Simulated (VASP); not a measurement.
Write the native input for VASP 6.6.1 that does the following.

| Property | Result |
| --- | --- |
| Task | single point |
| Functional | PBE |
| Potentials or basis | VASP PAW PBE potentials, release 64 (Si, C) |
| Cutoff | 600 eV |
| k mesh | 3 × 3 × 3 |
| Occupations | fermi-dirac, width 0.01 eV |
| Spin | no spin polarisation |
| Dipole correction | no |
| Further INCAR settings | ALGO = Normal; EDIFF = 1e-06; NBANDS = 26 |

The structure of SiC (SiC (F-43m)) lies in POSCAR:

```
SiC
1.0
    4.3797050000      0.0000000000      0.0000000000
    0.0000000000      0.0000000000     -4.3797050000
    0.0000000000      4.3797050000      0.0000000000
Si C
4 4
Direct
    0.2500000000      0.2500000000      0.2500000000
    0.2500000000      0.7500000000      0.7500000000
    0.7500000000      0.2500000000      0.7500000000
    0.7500000000      0.7500000000      0.2500000000
    0.0000000000      0.0000000000      0.0000000000
    0.0000000000      0.5000000000      0.5000000000
    0.5000000000      0.0000000000      0.5000000000
    0.5000000000      0.5000000000      0.0000000000
```

These files were run (other wordings do the same):

INCAR

```
SYSTEM = SiC
  ALGO = Normal
  EDIFF = 1E-6
  ENCUT = 600
  GGA = PE
  GGA_COMPAT = .FALSE.
  ISIF = 2
  ISMEAR = -1
  LASPH = .TRUE.
  LCHARG = .TRUE.
  LELF = .TRUE.
  LREAL = .FALSE.
  LVHAR = .TRUE.
  LWAVE = .FALSE.
  NBANDS = 26
  NELM = 120
  PREC = Accurate
  SIGMA = 0.01
```

KPOINTS

```
k-points
0
G
  3 3 3
  0 0 0
```

Potentials or basis: VASP PAW PBE potentials, release 64 (Si, C).

Command:

```console
$ cat potpaw_PBE.64/Si/POTCAR potpaw_PBE.64/C/POTCAR > POTCAR
$ mpirun -np 1 vasp_std > vasp.out
```

It gave:

| Property | Result |
| --- | --- |
| Pressure | -0.2 GPa |
| Band gap on the k mesh | 1.36 eV |

Caveat: the k points lie up to 0.48 Å⁻¹ apart.

Wall time 12 s on 1 thread of Intel(R) Xeon(R) Platinum 8375C CPU @ 2.90GHz (Ice Lake), with other jobs on the host, peak memory 0.19 GiB.
